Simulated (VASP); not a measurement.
## SiC: relaxation of the atoms with PBE

The system is SiC.

```xyz
4
Lattice="3.0510 0.0000 0.0000 -1.5255 2.6422 0.0000 0.0000 0.0000 5.2114" Properties=species:S:1:pos:R:3 pbc="T T T"
Si    0.0000    1.7615    0.0238
Si    1.5255    0.8807    2.6295
C     0.0000    1.7615    1.9826
C     1.5255    0.8807    4.5883
```

This cell differs from its parent crystal: volume 10.503 Å^3 an atom, c/a of the conventional cell 1.7081.

```yaml
Program: VASP 6.6.1
Task: relaxation of the atoms
Functional: PBE
Potentials_or_basis: VASP PAW PBE potentials, release 64 (Si, C)
Cutoff: 520 eV
k_mesh: 12 × 12 × 6
Occupations: gaussian, width 0.05 eV
Spin: no spin polarisation
Dipole_correction: no
Further_INCAR_settings: ALGO = Normal; EDIFF = 1e-07; IBRION = 2; EDIFFG = -0.01; NSW = 50
```

* Energy gained by relaxing: 1.3 meV/atom
* Ionic steps: 3
* Pressure after relaxing: 0.2 GPa
* Band gap on the k mesh: 2.02 eV, indirect (least direct gap 4.25 eV)

Stress tensor (GPa, compression positive):
```
  6.84   0.00   0.00
  0.00   6.84   0.00
  0.00   0.00 -12.93
```

The path:
```csv
step,energy change (eV),largest force (eV/Å),pressure (GPa)
1,0.0000,0.2850,0.55
2,-0.0039,0.1521,0.12
3,-0.0053,0.0002,0.25
```

Final structure:
```
Si C
1.0
     3.05098    0.00000    0.00000
    -1.52549    2.64223    0.00000
     0.00000    0.00000    5.21138
Si C
2 2
Cartesian
  0.0000 1.7615 0.0329
  1.5255 0.8807 2.6386
  0.0000 1.7615 1.9735
  1.5255 0.8807 4.5792
```

Levels at points of the mesh, in eV from the valence-band top:
| k point | band 5 | band 6 | band 7 | band 8 | band 9 | band 10 | band 11 | band 12 |
| --- | --- | --- | --- | --- | --- | --- | --- | --- |
| (0.00, 0.00, 0.00) | -1.13 | -0.49 | 0.00 | 0.00 | 5.18 | 5.21 | 6.80 | 6.80 |
| (0.50, 0.00, 0.00) | -5.47 | -3.37 | -3.16 | -1.29 | 2.95 | 3.83 | 6.66 | 7.06 |
| (0.00, 0.00, 0.50) | -0.61 | -0.61 | -0.61 | -0.61 | 6.13 | 6.13 | 7.46 | 7.46 |
| (0.50, 0.00, 0.50) | -2.62 | -2.62 | -2.38 | -2.38 | 2.99 | 2.99 | 5.02 | 5.02 |

Run time: 66 s on 1 thread of AMD EPYC 9755 128-Core Processor, on a shared host, peak memory 0.14 GiB.

 A k mesh can miss the band edges.
